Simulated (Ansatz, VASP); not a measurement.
## Al5Cu in VASP and in Ansatz

```xyz
6
Lattice="2.8446 0.0000 0.0000 -1.4223 2.4635 0.0000 0.0000 0.0000 13.3657" Properties=species:S:1:pos:R:3 pbc="T T T"
Al    0.0000    0.0000    0.0000
Al    0.0000    1.6423   11.0287
Al    1.4223    0.8212    8.6983
Al    0.0000    1.6423    4.6674
Al    1.4223    0.8212    2.3370
Cu    0.0000    0.0000    6.6828
```

Alike in both runs: functional PBE; k mesh 18 × 18 × 4; occupations gaussian, width 0.1 eV; no spin polarisation.

Ansatz relaxed the structure, and its values are those at the end. VASP's run is a single point on that final structure, the one shown.

|  | VASP | Ansatz |
| --- | --- | --- |
| version | VASP 6.6.1 | Ansatz 0.2.0 |
| potentials or method | VASP PAW PBE potentials, release 64 (Al, Cu), cutoff 520 eV | scalar-relativistic, plane waves, PAW |
| valence electrons in the cell | 26 | 34 |

Ansatz gave:

- gap on the k mesh at the Fermi level (eV): none
- pressure (GPa): 0.0
- rms of the force components (eV/Å): 0.000

Problem. What did VASP give for the same quantities?

Solution. gap on the k mesh at the Fermi level (eV): none; pressure (GPa): 0.0; rms of the force components (eV/Å): 0.007.

A gap of «none» marks a metal or a gap that the smearing closes. With one functional, cell and mesh, what is left measures potentials, basis and numerics. VASP's potentials hold 26 valence electrons a cell and Ansatz's 34, so a difference there can come from the potentials and not from the codes.
